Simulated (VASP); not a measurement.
# PrHRh3 (Cmmm) in VASP: single point with PBE

Aim: the single point of PrHRh3 with PBE.

Everything below comes from runs of VASP 6.6.1. Logs are shortened: lines on timing, memory, paths and dates and some standing lists are left out, and cuts for length are marked.

### Step 1. The cell of the first run

The typed cell holds 5 atoms: a = 3.524 Å, b = 3.524 Å, c = 6.139 Å, α = 90.00°, β = 90.00°, γ = 90.03°.

### Step 2. Single point, PBE

Contents of INCAR:

```
ALGO = Normal
EDIFF = 1E-6
ENCUT = 520
GGA = PE
ISIF = 2
ISMEAR = 0
LASPH = T
LCHARG = T
LELF = T
LREAL = F
LVHAR = T
LWAVE = F
NBANDS = 38
NELM = 100
PREC = Accurate
SIGMA = 0.2
```

Contents of KPOINTS:

```
k-points
0
Gamma
  5 5 3
```

Contents of POSCAR:

```
PrHRh3
1.0
    2.4914455056     -2.4925466221      0.0000000000
    2.4914455056      2.4925466221      0.0000000000
    0.0000000000      0.0000000000      6.1387526395
Pr H Rh
1 1 3
Direct
    0.5000000000      0.5000000000      0.5000000000
    0.0000000000      0.0000000000      0.5000000000
    0.5000000000      0.5000000000      0.0000000000
    0.0000000000      0.0000000000      0.7979224083
    0.0000000000      0.0000000000      0.2020775917
```

Potentials or basis: VASP PAW PBE potentials, release 64 (Pr, H, Rh_pv).

Started as:

```sh
cat potpaw_PBE.64/Pr/POTCAR potpaw_PBE.64/H/POTCAR potpaw_PBE.64/Rh_pv/POTCAR > POTCAR
mpirun -np 1 vasp_std > vasp.out
```

OUTCAR:

```text
EDIFF = 1E-6
   ENCUT = 520
   GGA = PE
   ISIF = 2
   ISMEAR = 0
   LASPH = T
   LREAL = F
   NELM = 100
   PREC = Accurate

 ion  position               nearest neighbor table
   1  0.500  0.500  0.500-   3 3.07   3 3.07   5 3.09   4 3.09   4 3.09   5 3.09   4 3.09   5 3.09
                             4 3.09   5 3.09
   2  0.000  0.000  0.500-   4 1.83   5 1.83
   3  0.500  0.500  0.000-   4 2.78   5 2.78   4 2.78   5 2.78   4 2.78   5 2.78   4 2.78   5 2.78
                             1 3.07   1 3.07
   4  0.000  0.000  0.798-   2 1.83   5 2.48   3 2.78   3 2.78   3 2.78   3 2.78   1 3.09   1 3.09
                             1 3.09   1 3.09
   5  0.000  0.000  0.202-   2 1.83   4 2.48   3 2.78   3 2.78   3 2.78   3 2.78   1 3.09   1 3.09
                             1 3.09   1 3.09

  LATTYP: Found a base centered orthorhombic cell.
 ALAT       =     4.9828910112
 B/A-ratio  =     1.0004419589
 C/A-ratio  =     1.2319660666

  Lattice vectors:

 A1 = (   2.4914455056,  -2.4925466221,   0.0000000000)
 A2 = (   2.4914455056,   2.4925466221,   0.0000000000)
 A3 = (   0.0000000000,   0.0000000000,   6.1387526395)

Analysis of symmetry for initial positions (statically):
=====================================================================
 Subroutine PRICEL returns:
 Original cell was already a primitive cell.

 Routine SETGRP: Setting up the symmetry group for a
 base centered orthorhombic supercell.

 Subroutine GETGRP returns: Found  8 space group operations
 (whereof  8 operations were pure point group operations)
 out of a pool of  8 trial point group operations.

The static configuration has the point symmetry D_2h.

Analysis of symmetry for dynamics (positions and initial velocities):
=====================================================================
 Subroutine PRICEL returns:
 Original cell was already a primitive cell.

 Routine SETGRP: Setting up the symmetry group for a
 base centered orthorhombic supercell.

 Subroutine GETGRP returns: Found  8 space group operations
 (whereof  8 operations were pure point group operations)
 out of a pool of  8 trial point group operations.

The dynamic configuration has the point symmetry D_2h.

 Subroutine INISYM returns: Found  8 space group operations
 (whereof  8 operations are pure point group operations),
 and found     1 'primitive' translations

[... 94 lines left out ...]
   LREAL  =      F    real-space projection
   EDIFFG = 0.1E-04   stopping-criterion for IOM
   NSW    =      0    number of steps for IOM
   IBRION =     -1    ionic relax: 0-MD 1-quasi-New 2-CG
   NFREE  =      0    steps in history (QN), initial steepest desc. (CG)
   ISIF   =      2    stress and relaxation
   ISYM   =      2    0-nonsym 1-usesym 2-fastsym
   POTIM  = 0.5000    time-step for ionic-motion
   TEBEG  =    0.0;   TEEND  =   0.0 temperature during run
   PSTRESS=    0.0 pullay stress
   NELECT =      59.0000    total number of electrons
   NUPDOWN=      -1.0000    fix difference up-down
   EMIN   =  10.00;   EMAX   =-10.00  energy-range for DOS
   EFERMI =   0.00;   METHOD = LEGACY
   ISMEAR =     0;   SIGMA  =   0.20  broadening in eV -4-tet -1-fermi 0-gaus
   EFERMI_NEDOS =   21; number of points for ismear=-14 and -15
   IALGO  =     38    algorithm
   IMIX   =      4    mixing-type and parameters
     AMIX     =   0.40;   BMIX     =  1.00
     AMIX_MAG =   1.60;   BMIX_MAG =  1.00
  volume/ion in A,a.u.               =      15.25       102.90
  Fermi-wavevector in a.u.,A,eV,Ry     =   1.502994  2.840247 30.735436  2.258991
  Thomas-Fermi vector in A             =   2.614162
   LORBIT       =      0    0 simple, 1 ext, 2 COOP (PROOUT), +10 PAW based schemes
   GGA     = PE    functional components
   LHFCALC =     F    Hartree Fock is set to
   AEXX    =    0.0000 exact exchange contribution
   IVDW    =     0    specifies the selected vdW correction
   LEPSILON=     F    determine dielectric tensor
   LRPA    =     F    only Hartree local field effects (RPA)
 non-spin polarized calculation
 Gauss-broadening in eV      SIGMA  =   0.20
  energy-cutoff  :      520.00
  volume of cell :       76.24
 maximum number of plane-waves:      2071
 NGX is ok and might be reduce to    28
   NGX = 13   NGY = 13   NGZ = 23

 number of electron      58.9999991 magnetization

 Free energy of the ion-electron system (eV)
  ---------------------------------------------------
  ext. energy  EPLUGINS =         0.00000000
  ---------------------------------------------------
  free energy    TOTEN  =       -31.65089580 eV

  energy without entropy =      -31.40493177  energy(sigma->0) =      -31.52791378

 E-fermi :   8.8116     XC(G=0): -12.3892

 val. band max:        8.8050499915   @ k =   0.2000  -0.0000   0.0000
 cond. band min:       8.8254067404   @ k =  -0.4000   0.4000   0.0000
 fundamental gap:      0.0203567489
 Fermi energy:         8.8115618306

 k-point     1 :       0.0000    0.0000    0.0000
  band No.  band energies     occupation
      1     -37.6088      2.00000
      2     -37.2399      2.00000
      3     -37.2219      2.00000
      4     -37.2211      2.00000
      5     -37.1466      2.00000
      6     -37.0959      2.00000
[... 727 lines left out ...]
     37       9.2885      0.00075
     38       9.7753      0.00000

------------------------ aborting loop because EDIFF is reached ----------------------------------------

  FORCE on cell =-STRESS in cart. coord.  units (eV):
  Direction    XX          YY          ZZ          XY          YZ          ZX
  --------------------------------------------------------------------------------------
  -------------------------------------------------------------------------------------
  Total       -2.6380352     -2.6677826     -2.5315927      0.0000000      0.0000000      0.0000000
  in kB      -55.4352951    -56.0604009    -53.1985273      0.0000000      0.0000000      0.0000000
  external PRESSURE =     -54.8980744 kB  Pullay stress =       0.0000000 kB

 VOLUME and BASIS-vectors are now :
 -----------------------------------------------------------------------------
  energy-cutoff  :      520.00
  volume of cell :       76.24
      direct lattice vectors                 reciprocal lattice vectors
     2.491445506 -2.492546622  0.000000000     0.200686709 -0.200598053  0.000000000
     2.491445506  2.492546622  0.000000000     0.200686709  0.200598053  0.000000000
     0.000000000  0.000000000  6.138752639     0.000000000  0.000000000  0.162899543

 POSITION                                       TOTAL-FORCE (eV/Angst)
 -----------------------------------------------------------------------------------
      2.49145      0.00000      3.06938         0.000000      0.000000     -0.000000
      0.00000      0.00000      3.06938         0.000000      0.000000     -0.000000
      2.49145      0.00000      0.00000         0.000000      0.000000     -0.000000
      0.00000      0.00000      4.89825         0.000000      0.000000     -0.622897
      0.00000      0.00000      1.24050        -0.000000      0.000000      0.622897
 -----------------------------------------------------------------------------------
    total drift:                                0.000000      0.000000     -0.000000

  FREE ENERGIE OF THE ION-ELECTRON SYSTEM (eV)
  ---------------------------------------------------
  free  energy   TOTEN  =       -31.6508957974 eV

  energy  without entropy=      -31.4049317703  energy(sigma->0) =      -31.52791378
```

OSZICAR:

```text
N       E                     dE             d eps       ncg     rms          rms(c)
DAV:   1     0.610814248788E+03    0.61081E+03   -0.32792E+04  2046   0.312E+03
DAV:   2     0.184751876105E+02   -0.59234E+03   -0.56228E+03  2042   0.620E+02
[... 13 lines left out ...]
DAV:  16    -0.316514456901E+02    0.36495E-03   -0.27814E-03  2342   0.486E-01    0.661E-01
DAV:  17    -0.316522983043E+02   -0.85261E-03   -0.43595E-03  2364   0.423E-01    0.748E-01
DAV:  18    -0.316512904334E+02    0.10079E-02   -0.87043E-04  2396   0.298E-01    0.403E-01
DAV:  19    -0.316508723563E+02    0.41808E-03   -0.11206E-03  2252   0.282E-01    0.277E-02
DAV:  20    -0.316508966181E+02   -0.24262E-04   -0.57301E-05  2150   0.643E-02    0.653E-02
DAV:  21    -0.316508957974E+02    0.82079E-06   -0.36179E-06  1122   0.192E-02
   1 F= -.31650896E+02 E0= -.31527914E+02  d E =-.245964E+00
```

Wall time 43 s (1 thread of Intel Xeon 6975P-C (Granite Rapids), shared host); peak memory 0.21 GiB.

Results:

```
Free energy   : -31.6509 eV
Pressure      : -5.5 GPa
Largest force : 0.623 eV/Å
```

Forces in eV/Å, atoms in the order of the input:
```
Pr   0.000  0.000  0.000
H    0.000  0.000  0.000
Rh   0.000  0.000  0.000
Rh   0.000  0.000 -0.623
Rh   0.000  0.000  0.623
```

Stress tensor (GPa, compression positive):
```
-5.54  0.00  0.00
 0.00 -5.61  0.00
 0.00  0.00 -5.32
```

Caveat: spin-orbit coupling is left out, which moves the levels of the heavy elements; without U or exact exchange the open f shell lies at the Fermi level, which spoils levels, moments and volumes. Spin polarisation is off, so any magnetic state and its effect on volume and gap are missing.
